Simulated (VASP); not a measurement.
A run of VASP 6.6.1:

Contents of INCAR:

```
SYSTEM = KI
PREC = Accurate ; ENCUT = 600
EDIFF = 1E-6 ; ISMEAR = -1
SIGMA = 0.02 ; LREAL = .False.
LASPH = .True. ; NELM = 60
ALGO = Normal ; ISIF = 3
LWAVE = .False. ; LCHARG = .False.
GGA = CA ; IBRION = 2
NSW = 80 ; EDIFFG = -0.005
```

File KPOINTS:

```
Automatic mesh
0
Gamma
  6 6 4
  0 0 0
```

POSCAR

```
KI
1.0
    2.4856454674     -4.3033638506      0.0000000000
    2.4856454674      4.3033638506      0.0000000000
    0.0000000000      0.0000000000      8.6793140109
K I
2 2
Direct
    0.5000000000      0.5000000000      0.5000000000
    0.5000000000      0.5000000000      0.0000000000
    0.8332197467      0.1667802533      0.2500000000
    0.1667802533      0.8332197467      0.7500000000
```

Potentials or basis: VASP PAW LDA potentials, release 64 (K_sv, I).

Run with:

```console
$ cat potpaw_LDA.64/K_sv/POTCAR potpaw_LDA.64/I/POTCAR > POTCAR
$ mpirun -np 1 vasp_std > vasp.out
```

Hardware: 1 thread of AMD EPYC 9R45 96-Core Processor (Zen 5), on a shared host.

Estimate the wall time of this run.

Wall time 10 min on 1 thread of AMD EPYC 9R45 96-Core Processor (Zen 5), on a shared host, peak memory 0.35 GiB. Counts: scf iterations 77, k points 39, ion steps 12.
